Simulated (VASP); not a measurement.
Write the native input for VASP 6.6.1 that does the following.

```
Task                   : single point
Functional             : PBEsol
Potentials or basis    : VASP PAW PBE potentials, release 64 (Al)
Cutoff                 : 520 eV
k mesh                 : 18 × 18 × 18
Occupations            : gaussian, width 0.1 eV
Spin                   : no spin polarisation
Dipole correction      : no
Further INCAR settings : ALGO = Fast; EDIFF = 1e-06; NBANDS = 8
```

The structure of Al lies in POSCAR:

```
Al
1.0
   -1.5912186900      1.5912186900      1.5912186900
    1.5912186900     -1.5912186900      1.5912186900
    1.5912186900      1.5912186900     -1.5912186900
Al
1
Direct
    0.0000000000      0.0000000000      0.0000000000
```

One way to write it, as run:

INCAR

```
PREC = Accurate ; ENCUT = 520
EDIFF = 1E-6 ; ISMEAR = 0
SIGMA = 0.1 ; LREAL = False
LASPH = True ; NELM = 80
ALGO = Fast ; ISIF = 2
LWAVE = False ; LCHARG = False
GGA = PS ; NBANDS = 8
```

KPOINTS

```
regular mesh
0
Gamma
  18 18 18
```

Potentials or basis: VASP PAW PBE potentials, release 64 (Al).

Command:

```sh
$ cat potpaw_PBE.64/Al/POTCAR > POTCAR
$ mpirun -np 1 vasp_std > vasp.out
```

It gave:

| Quantity | Value |
| --- | --- |
| Pressure | 2.3 GPa |

Caveat: the PAW data sets were made with another functional, which shifts forces and pressure a little.

It took 9.7 s on 1 thread of Intel Xeon 6975P-C, on a shared host, peak memory 0.14 GiB.
